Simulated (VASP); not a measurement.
Crystal: CdTe.

```
Te Cd
1.0
     0.00000    3.12695    3.12695
     3.12695    0.00000    3.12695
     3.12695    3.12695    0.00000
Te Cd
1 1
Direct
  0.25000 0.25000 0.25000
  0.00000 0.00000 0.00000
```

```yaml
Program: VASP 6.6.1
Task: relaxation of cell and atoms
Functional: PBEsol
Potentials_or_basis: VASP PAW PBE potentials, release 64 (Te, Cd)
Cutoff: 600 eV
k_mesh: 7 × 7 × 7
Occupations: methfessel-paxton, width 0.0163 eV
Spin: no spin polarisation
```

At the start: pressure 6.2 GPa; volume 30.57 Å³/atom.

Task: Where does the relaxation end?

Result: Over 3 steps the energy falls by 64.0 meV/atom and the volume is 34.26 Å³/atom (+12.0 %); space group F-43m (No. 216, to 0.05 Å).

Step by step:
```tsv
step	energy change (eV)	largest force (eV/Å)	pressure (GPa)	volume (Å³)
1	0.0000	0.0000	6.19	61.15
2	-0.1052	0.0000	-1.88	72.22
3	-0.1280	0.0000	0.02	68.52
```

Final structure:
```cif
data_structure
_symmetry_space_group_name_H-M 'P 1'
_symmetry_Int_Tables_number 1
_cell_length_a 4.5931
_cell_length_b 4.5931
_cell_length_c 4.5931
_cell_angle_alpha 60.000
_cell_angle_beta 60.000
_cell_angle_gamma 60.000
_cell_volume 68.52
loop_
_atom_site_label
_atom_site_type_symbol
_atom_site_fract_x
_atom_site_fract_y
_atom_site_fract_z
_atom_site_occupancy
Te1 Te 0.25000 0.25000 0.25000 1
Cd1 Cd 0.00000 0.00000 0.00000 1
```

Caveat: the PAW data sets were made with another functional, which shifts forces and pressure a little; the volume moved by +12 % from the deposited cell, more than functionals usually miss.
